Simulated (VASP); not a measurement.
# TiC: electric field gradients with PBE

Crystal: TiC.

```
CELL_PARAMETERS angstrom
-0.01623 2.16400 2.16400
2.16400 -0.01623 2.16400
2.14777 2.14777 0.00000
ATOMIC_POSITIONS crystal
Ti 0.00000 0.00000 0.00000
C 0.50000 0.50000 0.50000
```

This cell differs from its parent crystal: xy shear strain of -1.5 %.

| Property | Result |
| --- | --- |
| Program | VASP 6.6.1 |
| Task | electric field gradients |
| Functional | PBE |
| Potentials or basis | VASP PAW PBE potentials, release 64 (Ti_sv, C) |
| Cutoff | 520 eV |
| k mesh | 14 × 14 × 14 |
| Occupations | fermi-dirac, width 0.03 eV |
| Spin | no spin polarisation |
| Dipole correction | no |
| Further INCAR settings | ALGO = Normal; EDIFF = 1e-08; NBANDS = 15 |

```yaml
Pressure: 1.1 GPa
Band_gap_on_the_k_mesh: zero (bands 8 and 9 overlap by 1.17 eV)
Largest_electric_field_gradient_by_atom: Ti -0.3; C -0.6 V/Å²
```

Stress tensor (GPa, compression positive):
```
1.10 2.54 0.00
2.54 1.10 0.00
0.00 0.00 1.06
```

Levels at points of the mesh, in eV from the Fermi level:
```csv
k point,band 4,band 5,band 6,band 7,band 8,band 9,band 10,band 11,band 12,band 13
"(0.00, 0.00, 0.00)",-32.59,-12.40,0.63,0.69,0.77,1.62,1.68,1.72,1.72,1.75
"(0.50, 0.00, 0.00)",-32.64,-8.95,-5.85,-2.90,-2.80,2.87,2.95,4.09,8.13,8.18
"(0.50, 0.50, 0.00)",-32.76,-10.12,-3.43,-1.62,-0.13,0.07,2.72,3.53,3.53,5.82
"(0.00, 0.00, 0.50)",-32.65,-8.88,-5.84,-2.99,-2.89,2.91,2.98,4.15,8.17,8.18
"(0.50, 0.00, 0.50)",-32.77,-10.12,-3.43,-1.62,-0.03,-0.03,2.72,3.53,3.53,5.82
```

Electric field gradients, principal values (V/Å²):
```
atom  least  middle  greatest (by size)
1 Ti  0.042   0.244              -0.287
 2 C  0.002   0.641              -0.643
```

It took 2.5 min on 1 thread of Intel Xeon 8259CL, on a shared host, peak memory 0.25 GiB.

Caveat: the cell differs from its parent crystal (xy shear strain of -1.5 %); without QUAD_EFG the Cq values of the log hold for a quadrupole moment of 1 mb, not for the nuclei.
